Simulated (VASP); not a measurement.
# Al (Fm-3m) in VASP: notebook

Al is run at these levels: PBEsol; tasks: relaxation of cell and atoms.

All numbers are computed with VASP 6.6.1; they aren't measurements. Logs are shortened: lines on timing, memory, paths and dates and some standing lists are left out, and cuts for length are marked.

## (1) The cell of the first run

It takes space group Fm-3m (No. 225, cubic). Conventional cell: a = 4.050 Å, b = 4.050 Å, c = 4.050 Å, α = 90.00°, β = 90.00°, γ = 90.00°. Within 3.8 Å of Al (site symmetry m-3m) lie 12 Al at 2.86 Å.

## (2) Relaxation of cell and atoms, PBEsol, target pressure 10 GPa, at which the enthalpy is minimised

File INCAR:

```
SYSTEM = Al
  PREC = Accurate
  ENCUT = 600
  EDIFF = 1E-6
  ISMEAR = -1
  SIGMA = 0.05
  LREAL = .False.
  LASPH = .True.
  NELM = 100
  ALGO = Fast
  ISIF = 3
  LWAVE = .False.
  LCHARG = .False.
  GGA = PS
  IBRION = 2
  NSW = 60
  EDIFFG = -0.01
  PSTRESS = 100.0
```

File KPOINTS:

```
regular mesh
0
Gamma
  11 11 11
  0 0 0
```

File POSCAR:

```
Al
1.0
    0.0000000000      2.0248050000      2.0248050000
    2.0248050000      0.0000000000      2.0248050000
    2.0248050000      2.0248050000      0.0000000000
Al
1
Direct
    0.0000000000      0.0000000000      0.0000000000
```

Potentials or basis: VASP PAW PBE potentials, release 64 (Al).

Command:

```console
$ cat potpaw_PBE.64/Al/POTCAR > POTCAR
$ mpirun -np 1 vasp_std > vasp.out
```

OUTCAR:

```text
SYSTEM = Al
   PREC = Accurate
   ENCUT = 600
   EDIFF = 1E-6
   ISMEAR = -1
   LREAL = .False.
   LASPH = .True.
   NELM = 100
   ISIF = 3
   GGA = PS
   IBRION = 2
   NSW = 60
   EDIFFG = -0.01
   PSTRESS = 100.0

 ion  position               nearest neighbor table
   1  0.000  0.000  0.000-

  LATTYP: Found a face centered cubic cell.
 ALAT       =     4.0496100000

  Lattice vectors:

 A1 = (   0.0000000000,   2.0248050000,   2.0248050000)
 A2 = (   2.0248050000,   0.0000000000,   2.0248050000)
 A3 = (   2.0248050000,   2.0248050000,   0.0000000000)

Analysis of symmetry for initial positions (statically):
=====================================================================
 Subroutine PRICEL returns:
 Original cell was already a primitive cell.

 Routine SETGRP: Setting up the symmetry group for a
 face centered cubic supercell.

 Subroutine GETGRP returns: Found 48 space group operations
 (whereof 48 operations were pure point group operations)
 out of a pool of 48 trial point group operations.

The static configuration has the point symmetry O_h .

Analysis of symmetry for dynamics (positions and initial velocities):
=====================================================================
 Subroutine PRICEL returns:
 Original cell was already a primitive cell.

 Routine SETGRP: Setting up the symmetry group for a
 face centered cubic supercell.

 Subroutine GETGRP returns: Found 48 space group operations
 (whereof 48 operations were pure point group operations)
 out of a pool of 48 trial point group operations.

The dynamic configuration has the point symmetry O_h .

 Subroutine INISYM returns: Found 48 space group operations
 (whereof 48 operations are pure point group operations),
 and found     1 'primitive' translations

----------------------------------------------------------------------------------------

                                     Primitive cell

  volume of cell :      16.6027

  direct lattice vectors                    reciprocal lattice vectors
     0.000000000  2.024805000  2.024805000    -0.246937359  0.246937359  0.246937359
     2.024805000  0.000000000  2.024805000     0.246937359 -0.246937359  0.246937359
     2.024805000  2.024805000  0.000000000     0.246937359  0.246937359 -0.246937359

  length of vectors
     2.863506692  2.863506692  2.863506692     0.427708053  0.427708053  0.427708053

  position of ions in fractional coordinates (direct lattice)
     0.000000000  0.000000000  0.000000000

  ion indices of the primitive-cell ions
   primitive index   ion index
                 1           1

----------------------------------------------------------------------------------------

 KPOINTS: regular mesh

Automatic generation of k-mesh.
 Grid dimensions read from file:
 generate k-points for:   11   11   11

 Generating k-lattice:

  Cartesian coordinates                     Fractional coordinates (reciprocal lattice)
    -0.022448851  0.022448851  0.022448851     0.090909091  0.000000000  0.000000000
     0.022448851 -0.022448851  0.022448851     0.000000000  0.090909091  0.000000000
     0.022448851  0.022448851 -0.022448851     0.000000000  0.000000000  0.090909091

  Length of vectors
     0.038882550  0.038882550  0.038882550

  Shift w.r.t. Gamma in fractional coordinates (k-lattice)
     0.000000000  0.000000000  0.000000000

 Subroutine IBZKPT returns following result:
 ===========================================

 Found     56 irreducible k-points:

 Following reciprocal coordinates:
            Coordinates               Weight
  0.000000  0.000000  0.000000      1.000000
  0.090909  0.000000  0.000000      8.000000
  0.181818  0.000000  0.000000      8.000000
  0.272727  0.000000  0.000000      8.000000
  0.363636  0.000000  0.000000      8.000000
  0.454545  0.000000  0.000000      8.000000
[... 16 lines left out ...]
 -0.272727  0.181818  0.000000     24.000000
 -0.181818  0.181818  0.000000     12.000000
 [... further k-points ...]
   k-points           NKPTS =     56   k-points in BZ     NKDIM =     56   number of bands    NBANDS=      5
   number of dos      NEDOS =    301   number of ions     NIONS =      1
   total plane-waves  NPLWV =  13824
   dimension x,y,z NGX =    24 NGY =   24 NGZ =   24
   dimension x,y,z NGXF=    48 NGYF=   48 NGZF=   48
   ions per type =               1
   NGX,Y,Z   is equivalent  to a cutoff of  13.93, 13.93, 13.93 a.u.
   NGXF,Y,Z  is equivalent  to a cutoff of  27.87, 27.87, 27.87 a.u.
 SYSTEM =  Al
   PREC   = accura    normal or accurate (medium, high low for compatibility)
   ISTART =      0    job   : 0-new  1-cont  2-samecut
   ICHARG =      2    charge: 1-file 2-atom 10-const
   ISPIN  =      1    spin polarized calculation?
   LNONCOLLINEAR =      F non collinear calculations
   LSORBIT =      F    spin-orbit coupling
   LASPH  =      T    aspherical Exc in radial PAW
   ENCUT  =  600.0 eV  44.10 Ry    6.64 a.u.   5.72  5.72  5.72*2*pi/ulx,y,z
   NELM   =    100;   NELMIN=  2; NELMDL= -5     # of ELM steps
   EDIFF  = 0.1E-05   stopping-criterion for ELM
   LREAL  =      F    real-space projection
   EDIFFG = -.1E-01   stopping-criterion for IOM
   NSW    =     60    number of steps for IOM
   IBRION =      2    ionic relax: 0-MD 1-quasi-New 2-CG
   NFREE  =      1    steps in history (QN), initial steepest desc. (CG)
   ISIF   =      3    stress and relaxation
   ISYM   =      2    0-nonsym 1-usesym 2-fastsym
   POTIM  = 0.5000    time-step for ionic-motion
   TEBEG  =    0.0;   TEEND  =   0.0 temperature during run
   PSTRESS=  100.0 pullay stress
   NELECT =       3.0000    total number of electrons
   NUPDOWN=      -1.0000    fix difference up-down
   EMIN   =  10.00;   EMAX   =-10.00  energy-range for DOS
   EFERMI =   0.00;   METHOD = LEGACY
   ISMEAR =    -1;   SIGMA  =   0.05  broadening in eV -4-tet -1-fermi 0-gaus
   EFERMI_NEDOS =   21; number of points for ismear=-14 and -15
   IALGO  =     68    algorithm
   IMIX   =      4    mixing-type and parameters
     AMIX     =   0.40;   BMIX     =  1.00
     AMIX_MAG =   1.60;   BMIX_MAG =  1.00
  volume/ion in A,a.u.               =      16.60       112.04
  Fermi-wavevector in a.u.,A,eV,Ry     =   0.925526  1.748991 11.654733  0.856599
  Thomas-Fermi vector in A             =   2.051390
   LORBIT       =      0    0 simple, 1 ext, 2 COOP (PROOUT), +10 PAW based schemes
   GGA     = PS    functional components
   LHFCALC =     F    Hartree Fock is set to
   AEXX    =    0.0000 exact exchange contribution
   IVDW    =     0    specifies the selected vdW correction
   LEPSILON=     F    determine dielectric tensor
   LRPA    =     F    only Hartree local field effects (RPA)
 conjugate gradient relaxation of ions
 non-spin polarized calculation
 RMM-DIIS sequential band-by-band and
  energy-cutoff  :      600.00
  volume of cell :       16.60
 maximum number of plane-waves:       564
   NGX = 11   NGY = 11   NGZ = 11

--------------------------------------- Ionic step        1  -------------------------------------------

 number of electron       3.0000000 magnetization

 Free energy of the ion-electron system (eV)
  ---------------------------------------------------
  ext. energy  EPLUGINS =         0.00000000
  ---------------------------------------------------
  free energy    TOTEN  =        -4.09962366 eV

  energy without entropy =       -4.09562720  energy(sigma->0) =       -4.09762543

------------------------ aborting loop because EDIFF is reached ----------------------------------------

  FORCE on cell =-STRESS in cart. coord.  units (eV):
  Direction    XX          YY          ZZ          XY          YZ          ZX
  --------------------------------------------------------------------------------------
  -------------------------------------------------------------------------------------
  Total       -0.1937593     -0.1937593     -0.1937593      0.0000000      0.0000000      0.0000000
  in kB      -18.6979290    -18.6979290    -18.6979290      0.0000000      0.0000000      0.0000000
  external PRESSURE =    -118.6979290 kB  Pullay stress =     100.0000000 kB
[... 59 lines left out ...]
  enthalpy is  TOTEN    =        -3.1177933653 eV   P V=        0.8625173671

--------------------------------------- Ionic step        3  -------------------------------------------

 number of electron       3.0000000 magnetization

 Free energy of the ion-electron system (eV)
  ---------------------------------------------------
  ext. energy  EPLUGINS =         0.00000000
  ---------------------------------------------------
  free energy    TOTEN  =        -4.05895134 eV

  energy without entropy =       -4.05525003  energy(sigma->0) =       -4.05710069

 E-fermi :   9.1855     XC(G=0): -10.6825

 val. band max:        9.1512548526   @ k =  -0.3636   0.3636   0.0000
 cond. band min:       9.2256200098   @ k =   0.4545   0.1818   0.0909
 fundamental gap:      0.0743651571
 Fermi energy:         9.1855229814

 k-point     1 :       0.0000    0.0000    0.0000
  band No.  band energies     occupation
      1      -2.7490      2.00000
      2      22.4420      0.00000
      3      22.4420      0.00000
      4      22.4420      0.00000
      5      24.8469      0.00000

 k-point     2 :       0.0909    0.0000    0.0000
  band No.  band energies     occupation
      1      -2.5069      2.00000
      2      19.5117      0.00000
      3      21.9403      0.00000
      4      21.9403      0.00000
      5      25.2372      0.00000
[... 169 lines left out ...]
 k-point    24 :      -0.1818    0.1818    0.0000
  band No.  band energies     occupation
      1      -0.1902      2.00000
      2      13.1856      0.00000
      3      15.0019      0.00000
      4      22.0051      0.00000
      5      24.1561      0.00000

 [... further k-points ...]

------------------------ aborting loop because EDIFF is reached ----------------------------------------

  FORCE on cell =-STRESS in cart. coord.  units (eV):
  Direction    XX          YY          ZZ          XY          YZ          ZX
  --------------------------------------------------------------------------------------
  -------------------------------------------------------------------------------------
  Total        0.9148854      0.9148854      0.9148854     -0.0000000      0.0000000      0.0000000
  in kB       99.6317352     99.6317352     99.6317352     -0.0000000      0.0000000      0.0000000
  external PRESSURE =      -0.3682648 kB  Pullay stress =     100.0000000 kB
[... 16 lines left out ...]
  FREE ENERGIE OF THE ION-ELECTRON SYSTEM (eV)
  ---------------------------------------------------
  free  energy   TOTEN  =        -4.0589513443 eV

  energy  without entropy=       -4.0552500328  energy(sigma->0) =       -4.05710069

  enthalpy is  TOTEN    =        -3.1406843183 eV   P V=        0.9182670260

 reached required accuracy - stopping structural energy minimisation
```

Run time: 31 s. Hardware: 1 thread of AMD EPYC 7R13, shared host; peak memory 0.11 GiB.

What came out:

```
Free energy                                            : -4.0590 eV
Relaxed volume                                         : 14.71 Å³/atom
Relaxed cell                                           : a = 2.750 Å, b = 2.750 Å, c = 2.750 Å, α = 60.00°, β = 60.00°, γ = 60.00°
Space group after relaxing (to 0.05 Å)                 : Fm-3m (No. 225)
Energy change on relaxing (the enthalpy is what falls) : +40.7 meV/atom
Ionic steps                                            : 3
Pressure after relaxing                                : 10.0 GPa
```

Step by step:
| step | energy change (eV) | largest force (eV/Å) | pressure (GPa) | volume (Å³) |
| --- | --- | --- | --- | --- |
| 1 | 0.0000 | 0.0000 | -1.87 | 16.60 |
| 2 | 0.1193 | 0.0000 | 18.71 | 13.82 |
| 3 | 0.0407 | 0.0000 | 9.96 | 14.71 |

Final structure:
```cif
data_structure
_symmetry_space_group_name_H-M 'P 1'
_symmetry_Int_Tables_number 1
_cell_length_a 2.7504
_cell_length_b 2.7504
_cell_length_c 2.7504
_cell_angle_alpha 60.000
_cell_angle_beta 60.000
_cell_angle_gamma 60.000
_cell_volume 14.71
loop_
_atom_site_label
_atom_site_type_symbol
_atom_site_fract_x
_atom_site_fract_y
_atom_site_fract_z
_atom_site_occupancy
Al1 Al 0.00000 0.00000 0.00000 1
```

Caveat: the cell is relaxed towards a set pressure, so the enthalpy falls and the energy may rise; the PAW data sets were made with another functional, which shifts forces and pressure a little.

## (3) Relaxation of cell and atoms, PBEsol, target pressure 20 GPa, at which the enthalpy is minimised

File INCAR:

```
PREC     = Accurate       # precision mode
ENCUT    = 600            # plane-wave cutoff, eV
EDIFF    = 1E-7           # SCF threshold, eV
ISMEAR   = -1             # smearing method
SIGMA    = 0.05           # smearing width, eV
LREAL    = F              # projectors in reciprocal space
LASPH    = T              # aspherical terms in the spheres
NELM     = 80             # most SCF steps
ALGO     = Normal         # electronic algorithm
ISIF     = 3              # what is computed and relaxed
LWAVE    = F              # write WAVECAR
LCHARG   = F              # write CHGCAR
GGA      = PS             # functional
IBRION   = 2              # ionic algorithm
NSW      = 60             # ionic steps
EDIFFG   = -0.01          # ionic threshold
PSTRESS  = 200.0
```

File KPOINTS:

```
regular mesh
0
Gamma
  11 11 11
```

POSCAR is that of step 2.

Potentials or basis: VASP PAW PBE potentials, release 64 (Al).

Command:

```console
$ cat potpaw_PBE.64/Al/POTCAR > POTCAR
$ mpirun -np 1 vasp_std > vasp.out
```

It took 27 s on 1 thread of AMD EPYC 7R13, shared host; peak memory 0.11 GiB.

Results (log left out):

* Free energy: -3.9681 eV
* Relaxed volume: 13.72 Å³/atom
* Relaxed cell: a = 2.687 Å, b = 2.687 Å, c = 2.687 Å, α = 60.00°, β = 60.00°, γ = 60.00°
* Space group after relaxing (to 0.05 Å): Fm-3m (No. 225)
* Energy change on relaxing (the enthalpy is what falls): +131.5 meV/atom
* Ionic steps: 4
* Pressure after relaxing: 19.9 GPa

The path:
```tsv
step	energy change (eV)	largest force (eV/Å)	pressure (GPa)	volume (Å³)
1	0.0000	0.0000	-1.87	16.60
2	0.5648	0.0000	53.91	11.73
3	0.1248	0.0000	19.24	13.77
4	0.1315	0.0000	19.89	13.72
```

Final structure:
```yaml
crystal:
  lattice:
    - [0.00000, 1.90000, 1.90000]
    - [1.90000, 0.00000, 1.90000]
    - [1.90000, 1.90000, 0.00000]
  atoms:
    - { symbol: Al, position: [0.00000, 0.00000, 0.00000] }
```

Levels at points of the mesh, in eV from the Fermi level:
```csv
k point,band 1,band 2,band 3,band 4
"(0.00, 0.00, 0.00)",-12.47,13.66,13.66,13.66
```

Caveat: the cell is relaxed towards a set pressure, so the enthalpy falls and the energy may rise; the volume moved by over 15 % at a fixed basis, so the end points are rough; the PAW data sets were made with another functional, which shifts forces and pressure a little.

(Continued in part 2 of 2.)
